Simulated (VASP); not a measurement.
Runs of VASP 6.6.1 on MgO. The structure is that of space group Fm-3m (No. 225), or close to it. The cells are those of the table. 

```tsv
cell	gap on the mesh (eV)	pressure (GPa)
a = 2.971, b = 2.971, c = 2.933 Å, angles 60.4, 60.4, 59.2°, 2 atoms	4.90	7.9
a = 3.121, b = 3.121, c = 3.083 Å, angles 60.4, 60.4, 59.2°, 2 atoms	3.54	(c)
a = 2.934, b = 2.934, c = 2.858 Å, angles 60.9, 60.9, 58.3°, 2 atoms	5.39	19.3
a = 2.895, b = 2.895, c = 2.858 Å, angles 60.4, 60.4, 59.1°, 2 atoms	5.71	24.5
a = 2.933 Å, angles 60.0°, 2 atoms	(a)	(b)
```

Alike in all rows: task single point; level PBE; potentials or basis VASP PAW PBE potentials, release 64 (Mg, O); no spin polarisation; k mesh 10 × 10 × 10; cutoff (eV) 520; smearing gaussian 0.05 eV.

Problem. Fill in the values left out.

Solution. (a) 5.19; (b) 12.5; (c) -12.6.

